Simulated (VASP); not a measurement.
Runs of VASP 6.6.1 on Ag. The structure is that of space group Im-3m (No. 229), or close to it. The cells are those of the table. 

| cell | gap on the mesh (eV) | pressure (GPa) |
| --- | --- | --- |
| a = 2.772 Å, angles 109.5°, 1 atom | none | 13.5 |
| a = 2.893 Å, angles 109.5°, 1 atom | none | (a) |
| a = 2.854 Å, angles 109.5°, 1 atom | none | 3.1 |
| a = 2.931 Å, angles 109.5°, 1 atom | none | (b) |
| a = 2.814 Å, angles 109.5°, 1 atom | none | 7.6 |

Alike in all rows: task single point; level revPBE; potentials or basis VASP PAW PBE potentials, release 64 (Ag); no spin polarisation; k mesh 15 × 15 × 15; cutoff (eV) 520; smearing fermi-dirac 0.1 eV.

**Question.** Fill in the values left out.

**Answer.** (a) -0.3; (b) -2.9.

Caveats: the PAW data sets were made with another functional, which shifts forces and pressure a little.

A k mesh can miss the band edges, and the runs leave out spin-orbit coupling on Ag.

A gap of «none» marks levels without a gap at the run's occupations.
